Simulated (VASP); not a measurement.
# CaC2 (I4/mmm) in VASP: notebook

The runs below take CaC2 through single point, with LDA.

Everything below comes from runs of VASP 6.6.1. Logs are shortened: lines on timing, memory, paths and dates and some standing lists are left out, and cuts for length are marked.

### Step 1. The cell of the first run

It takes space group I4/mmm (No. 139, tetragonal). The conventional cell has a = 3.946 Å, b = 3.946 Å, c = 5.964 Å, α = 90.00°, β = 90.00°, γ = 90.00°. Within 3.2 Å of Ca (site symmetry 4/mmm) lie 10 C at 2.39 to 2.85 Å. Within 1.6 Å of C (site symmetry 4mm) lie 1 C at 1.19 Å.

### Step 2. Single point, LDA (strain +0.050 along x and y, -0.050 along z)

File INCAR:

```
SYSTEM = CaC2
PREC = Accurate ; ENCUT = 600
EDIFF = 1E-6 ; ISMEAR = 0
SIGMA = 0.05 ; LREAL = .FALSE.
LASPH = .TRUE. ; NELM = 120
ALGO = Normal ; ISIF = 2
LWAVE = .FALSE. ; LCHARG = .FALSE.
GGA = CA ; NBANDS = 16
GGA_COMPAT = .FALSE.
```

File KPOINTS:

```
regular mesh
0
G
  10 10 10
  0 0 0
```

File POSCAR:

```
CaC2
1.0
   -1.9728680447      1.9728680447      2.9818700956
    1.9728680447     -1.9728680447      2.9818700956
    1.9728680447      1.9728680447     -2.9818700956
Ca C
1 2
Direct
    0.0000000000      0.0000000000      0.0000000000
    0.5996770466      0.5996770466      0.0000000000
    0.4003229534      0.4003229534      0.0000000000
```

Potentials or basis: VASP PAW LDA potentials, release 64 (Ca_sv, C).

Command:

```
$ cat potpaw_LDA.64/Ca_sv/POTCAR potpaw_LDA.64/C/POTCAR > POTCAR
$ mpirun -np 1 vasp_std > vasp.out
```

OUTCAR:

```text
SYSTEM = CaC2
   PREC = Accurate
   ENCUT = 600
   EDIFF = 1E-6
   ISMEAR = 0
   LREAL = .FALSE.
   LASPH = .TRUE.
   NELM = 120
   ISIF = 2
   GGA = CA

 ion  position               nearest neighbor table
   1  0.000  0.000  0.000-   2 2.39   3 2.39
   2  0.600  0.600  0.000-   3 1.19   1 2.39
   3  0.400  0.400  0.000-   2 1.19   1 2.39

  LATTYP: Found a body centered tetragonal cell.
 ALAT       =     3.9457360894
 C/A-ratio  =     1.5114391982

  Lattice vectors:

 A1 = (  -1.9728680447,   1.9728680447,   2.9818700956)
 A2 = (   1.9728680447,  -1.9728680447,   2.9818700956)
 A3 = (   1.9728680447,   1.9728680447,  -2.9818700956)

Analysis of symmetry for initial positions (statically):
=====================================================================
 Subroutine PRICEL returns:
 Original cell was already a primitive cell.

 Routine SETGRP: Setting up the symmetry group for a
 body centered tetragonal supercell.

 Subroutine GETGRP returns: Found 16 space group operations
 (whereof 16 operations were pure point group operations)
 out of a pool of 16 trial point group operations.

The static configuration has the point symmetry D_4h.

Analysis of symmetry for dynamics (positions and initial velocities):
=====================================================================
 Subroutine PRICEL returns:
 Original cell was already a primitive cell.

 Routine SETGRP: Setting up the symmetry group for a
 body centered tetragonal supercell.

 Subroutine GETGRP returns: Found 16 space group operations
 (whereof 16 operations were pure point group operations)
 out of a pool of 16 trial point group operations.

The dynamic configuration has the point symmetry D_4h.

 Subroutine INISYM returns: Found 16 space group operations
 (whereof 16 operations are pure point group operations),
 and found     1 'primitive' translations

----------------------------------------------------------------------------------------

                                     Primitive cell

  volume of cell :      46.4242

  direct lattice vectors                    reciprocal lattice vectors
    -1.972868045  1.972868045  2.981870096     0.000000000  0.253438136  0.167680008
     1.972868045 -1.972868045  2.981870096     0.253438136  0.000000000  0.167680008
     1.972868045  1.972868045 -2.981870096     0.253438136  0.253438136  0.000000000

  length of vectors
     4.083621666  4.083621666  4.083621666     0.303887271  0.303887271  0.358415649

  position of ions in fractional coordinates (direct lattice)
     0.000000000  0.000000000  0.000000000
     0.599677047  0.599677047  0.000000000
     0.400322953  0.400322953  0.000000000

  ion indices of the primitive-cell ions
   primitive index   ion index
                 1           1
                 2           2
                 3           3

----------------------------------------------------------------------------------------

 KPOINTS: regular mesh

Automatic generation of k-mesh.
 Grid dimensions read from file:
 generate k-points for:   10   10   10

 Generating k-lattice:

  Cartesian coordinates                     Fractional coordinates (reciprocal lattice)
     0.000000000  0.025343814  0.016768001     0.100000000  0.000000000 -0.000000000
     0.025343814  0.000000000  0.016768001     0.000000000  0.100000000 -0.000000000
     0.025343814  0.025343814  0.000000000     0.000000000  0.000000000  0.100000000

  Length of vectors
     0.030388727  0.030388727  0.035841565

  Shift w.r.t. Gamma in fractional coordinates (k-lattice)
     0.000000000  0.000000000  0.000000000

 Subroutine IBZKPT returns following result:
 ===========================================

 Found    102 irreducible k-points:

 Following reciprocal coordinates:
            Coordinates               Weight
  0.000000  0.000000  0.000000      1.000000
  0.100000 -0.000000  0.000000      8.000000
  0.200000 -0.000000  0.000000      8.000000
  0.300000  0.000000  0.000000      8.000000
  0.400000 -0.000000  0.000000      8.000000
  0.500000  0.000000 -0.000000      4.000000
[... 16 lines left out ...]
  0.300000  0.300000  0.000000      8.000000
  0.400000  0.300000  0.000000     16.000000
 [... further k-points ...]
   k-points           NKPTS =    102   k-points in BZ     NKDIM =    102   number of bands    NBANDS=     16
   number of dos      NEDOS =    301   number of ions     NIONS =      3
   total plane-waves  NPLWV =  46656
   dimension x,y,z NGX =    36 NGY =   36 NGZ =   36
   dimension x,y,z NGXF=    72 NGYF=   72 NGZF=   72
   ions per type =               1   2
   NGX,Y,Z   is equivalent  to a cutoff of  14.66, 14.66, 14.66 a.u.
   NGXF,Y,Z  is equivalent  to a cutoff of  29.31, 29.31, 29.31 a.u.
 SYSTEM =  CaC2
   PREC   = accura    normal or accurate (medium, high low for compatibility)
   ISTART =      0    job   : 0-new  1-cont  2-samecut
   ICHARG =      2    charge: 1-file 2-atom 10-const
   ISPIN  =      1    spin polarized calculation?
   LNONCOLLINEAR =      F non collinear calculations
   LSORBIT =      F    spin-orbit coupling
   LASPH  =      T    aspherical Exc in radial PAW
   ENCUT  =  600.0 eV  44.10 Ry    6.64 a.u.   8.16  8.16  8.16*2*pi/ulx,y,z
   NELM   =    120;   NELMIN=  2; NELMDL= -5     # of ELM steps
   EDIFF  = 0.1E-05   stopping-criterion for ELM
   LREAL  =      F    real-space projection
   EDIFFG = 0.1E-04   stopping-criterion for IOM
   NSW    =      0    number of steps for IOM
   IBRION =     -1    ionic relax: 0-MD 1-quasi-New 2-CG
   NFREE  =      0    steps in history (QN), initial steepest desc. (CG)
   ISIF   =      2    stress and relaxation
   ISYM   =      2    0-nonsym 1-usesym 2-fastsym
   POTIM  = 0.5000    time-step for ionic-motion
   TEBEG  =    0.0;   TEEND  =   0.0 temperature during run
   PSTRESS=    0.0 pullay stress
   NELECT =      18.0000    total number of electrons
   NUPDOWN=      -1.0000    fix difference up-down
   EMIN   =  10.00;   EMAX   =-10.00  energy-range for DOS
   EFERMI =   0.00;   METHOD = LEGACY
   ISMEAR =     0;   SIGMA  =   0.05  broadening in eV -4-tet -1-fermi 0-gaus
   EFERMI_NEDOS =   21; number of points for ismear=-14 and -15
   IALGO  =     38    algorithm
   IMIX   =      4    mixing-type and parameters
     AMIX     =   0.40;   BMIX     =  1.00
     AMIX_MAG =   1.60;   BMIX_MAG =  1.00
  volume/ion in A,a.u.               =      15.47       104.43
  Fermi-wavevector in a.u.,A,eV,Ry     =   1.193761  2.255881 19.389192  1.425065
  Thomas-Fermi vector in A             =   2.329768
   LORBIT       =      0    0 simple, 1 ext, 2 COOP (PROOUT), +10 PAW based schemes
   GGA     = CA    functional components
   LHFCALC =     F    Hartree Fock is set to
   AEXX    =    0.0000 exact exchange contribution
   IVDW    =     0    specifies the selected vdW correction
   LEPSILON=     F    determine dielectric tensor
   LRPA    =     F    only Hartree local field effects (RPA)
 non-spin polarized calculation
 Gauss-broadening in eV      SIGMA  =   0.05
  energy-cutoff  :      600.00
  volume of cell :       46.42
 maximum number of plane-waves:      1572
 NGX is ok and might be reduce to    36
   NGX = 17   NGY = 17   NGZ = 17

 number of electron      18.0000001 magnetization

 Free energy of the ion-electron system (eV)
  ---------------------------------------------------
  ext. energy  EPLUGINS =         0.00000000
  ---------------------------------------------------
  free energy    TOTEN  =       -21.85212205 eV

  energy without entropy =      -21.85212205  energy(sigma->0) =      -21.85212205

 E-fermi :   1.4786     XC(G=0):  -9.8864

 val. band max:        1.2063215714   @ k =  -0.3000  -0.3000   0.3000
 cond. band min:       2.6570855113   @ k =   0.5000   0.5000   0.0000
 fundamental gap:      1.4507639400
 Fermi energy:         1.4785732257

 k-point     1 :       0.0000    0.0000    0.0000
  band No.  band energies     occupation
      1     -36.7807      2.00000
      2     -18.1184      2.00000
      3     -18.1184      2.00000
      4     -17.9870      2.00000
      5     -11.5652      2.00000
      6      -1.4290      2.00000
[... 8 lines left out ...]
     15      11.3657      0.00000
     16      11.3657      0.00000

 k-point     2 :       0.1000   -0.0000    0.0000
  band No.  band energies     occupation
      1     -36.7795      2.00000
      2     -18.1327      2.00000
      3     -18.1192      2.00000
      4     -17.9937      2.00000
      5     -11.5234      2.00000
      6      -1.6217      2.00000
[... 8 lines left out ...]
     15      11.1005      0.00000
     16      11.2023      0.00000

 k-point     3 :       0.2000   -0.0000    0.0000
  band No.  band energies     occupation
      1     -36.7763      2.00000
      2     -18.1726      2.00000
      3     -18.1212      2.00000
      4     -18.0079      2.00000
      5     -11.4135      2.00000
      6      -2.0201      2.00000
[... 8 lines left out ...]
     15      10.4077      0.00000
     16      10.7019      0.00000

 k-point     4 :       0.3000    0.0000    0.0000
  band No.  band energies     occupation
      1     -36.7724      2.00000
      2     -18.2244      2.00000
      3     -18.1238      2.00000
      4     -18.0213      2.00000
      5     -11.2764      2.00000
      6      -2.4243      2.00000
[... 8 lines left out ...]
     15       9.5386      0.00000
     16       9.8869      0.00000
[... 324 lines left out ...]
 k-point    22 :      -0.2000    0.2000    0.0000
  band No.  band energies     occupation
      1     -36.7745      2.00000
      2     -18.1792      2.00000
      3     -18.1405      2.00000
      4     -18.0067      2.00000
      5     -11.3825      2.00000
      6      -1.6684      2.00000
[... 8 lines left out ...]
     15      10.0607      0.00000
     16      11.4174      0.00000

 k-point    23 :       0.3000    0.3000    0.0000
  band No.  band energies     occupation
      1     -36.7658      2.00000
      2     -18.2147      2.00000
      3     -18.2006      2.00000
      4     -18.0484      2.00000
      5     -11.1761      2.00000
      6      -2.4535      2.00000
[... 8 lines left out ...]
     15       9.4622      0.00000
     16       9.6625      0.00000

 k-point    24 :       0.4000    0.3000    0.0000
  band No.  band energies     occupation
      1     -36.7645      2.00000
      2     -18.2335      2.00000
      3     -18.1922      2.00000
      4     -18.0512      2.00000
      5     -11.1811      2.00000
      6      -2.2003      2.00000
[... 8 lines left out ...]
     15       9.3094      0.00000
     16      10.0555      0.00000

 [... further k-points ...]

------------------------ aborting loop because EDIFF is reached ----------------------------------------

  FORCE on cell =-STRESS in cart. coord.  units (eV):
  Direction    XX          YY          ZZ          XY          YZ          ZX
  --------------------------------------------------------------------------------------
  -------------------------------------------------------------------------------------
  Total       -1.5359746     -1.5359746     10.4271195      0.0000000     -0.0000000      0.0000000
  in kB      -53.0090278    -53.0090278    359.8571589      0.0000000     -0.0000000      0.0000000
  external PRESSURE =      84.6130344 kB  Pullay stress =       0.0000000 kB

 VOLUME and BASIS-vectors are now :
 -----------------------------------------------------------------------------
  energy-cutoff  :      600.00
  volume of cell :       46.42
      direct lattice vectors                 reciprocal lattice vectors
    -1.972868045  1.972868045  2.981870096     0.000000000  0.253438136  0.167680008
     1.972868045 -1.972868045  2.981870096     0.253438136  0.000000000  0.167680008
     1.972868045  1.972868045 -2.981870096     0.253438136  0.253438136  0.000000000

 POSITION                                       TOTAL-FORCE (eV/Angst)
 -----------------------------------------------------------------------------------
      0.00000      0.00000      0.00000         0.000000      0.000000     -0.000000
      0.00000      0.00000      3.57632        -0.000000     -0.000000      5.603213
      0.00000      0.00000      2.38742         0.000000      0.000000     -5.603213
 -----------------------------------------------------------------------------------
    total drift:                                0.000000     -0.000000     -0.000000

  FREE ENERGIE OF THE ION-ELECTRON SYSTEM (eV)
  ---------------------------------------------------
  free  energy   TOTEN  =       -21.8521220534 eV

  energy  without entropy=      -21.8521220534  energy(sigma->0) =      -21.85212205
```

Wall time 2.3 min (1 thread of Intel Xeon 8259CL, shared host); peak memory 0.23 GiB.

Results:

```
Free energy            : -21.8521 eV
Pressure               : 8.5 GPa
Largest force          : 5.603 eV/Å
Band gap on the k mesh : 1.45 eV (least direct gap 2.59 eV)
```

Forces on the atoms (eV/Å):
```
Ca   0.000  0.000  0.000
C    0.000  0.000  5.603
C    0.000  0.000 -5.603
```

Caveat: the cell differs from its parent crystal (strain +0.050 along x and y, -0.050 along z); the cell stands under pressure; forces of over 1 eV/Å act on the atoms, so gaps and moduli don't describe the material at rest. A k mesh can miss the band edges.

### Step 3. Single point, LDA (strain +0.025 along x and y, +0.025 along z)

File INCAR:

```
ALGO = Normal
EDIFF = 1E-6
ENCUT = 600
GGA = CA
GGA_COMPAT = False
ISIF = 2
ISMEAR = 0
LASPH = True
LCHARG = False
LREAL = False
LWAVE = False
NBANDS = 16
NELM = 120
PREC = Accurate
SIGMA = 0.05
```

File KPOINTS:

```
k-points
0
Gamma
  10 10 10
```

File POSCAR:

```
CaC2
1.0
   -1.9258949960      1.9258949960      3.2172808927
    1.9258949960     -1.9258949960      3.2172808927
    1.9258949960      1.9258949960     -3.2172808927
Ca C
1 2
Direct
    0.0000000000      0.0000000000      0.0000000000
    0.5996770466      0.5996770466      0.0000000000
    0.4003229534      0.4003229534      0.0000000000
```

Potentials or basis: VASP PAW LDA potentials, release 64 (Ca_sv, C).

Command:

```
$ cat potpaw_LDA.64/Ca_sv/POTCAR potpaw_LDA.64/C/POTCAR > POTCAR
$ mpirun -np 1 vasp_std > vasp.out
```

It took 2.7 min on 1 thread of Intel Xeon 8259CL, shared host; peak memory 0.24 GiB.

Results (log left out):

```yaml
Free_energy: -22.1185 eV
Pressure: -6.7 GPa
Largest_force: 1.875 eV/Å
Band_gap_on_the_k_mesh: 1.02 eV (least direct gap 2.11 eV)
```

Forces in eV/Å, atoms in the order of the input:
```
Ca   0.000  0.000  0.000
C    0.000  0.000 -1.875
C    0.000  0.000  1.875
```

Stress tensor (GPa, compression positive):
```
 -3.35   0.00   0.00
  0.00  -3.35   0.00
  0.00   0.00 -13.52
```

Levels at points of the mesh, in eV from the valence-band top:
| k point | band 5 | band 6 | band 7 | band 8 | band 9 | band 10 | band 11 | band 12 | band 13 | band 14 |
| --- | --- | --- | --- | --- | --- | --- | --- | --- | --- | --- |
| (0.00, 0.00, 0.00) | -12.65 | -2.75 | -2.21 | -0.89 | -0.89 | 2.98 | 2.98 | 4.16 | 5.11 | 5.81 |
| (0.50, 0.00, 0.00) | -12.15 | -4.31 | -2.35 | -1.79 | -0.87 | 4.64 | 5.64 | 5.98 | 6.21 | 6.26 |
| (0.50, 0.50, 0.00) | -12.29 | -3.04 | -2.71 | -1.53 | -1.09 | 1.02 | 5.52 | 6.42 | 7.16 | 7.46 |
| (0.50, 0.50, 0.50) | -12.35 | -4.57 | -1.54 | -1.54 | 0.00 | 3.06 | 5.76 | 6.21 | 6.46 | 6.46 |

Caveat: the cell differs from its parent crystal (strain +0.025 along x and y, +0.025 along z); the cell stands under tension; forces of over 1 eV/Å act on the atoms, so gaps and moduli don't describe the material at rest. A k mesh can miss the band edges.
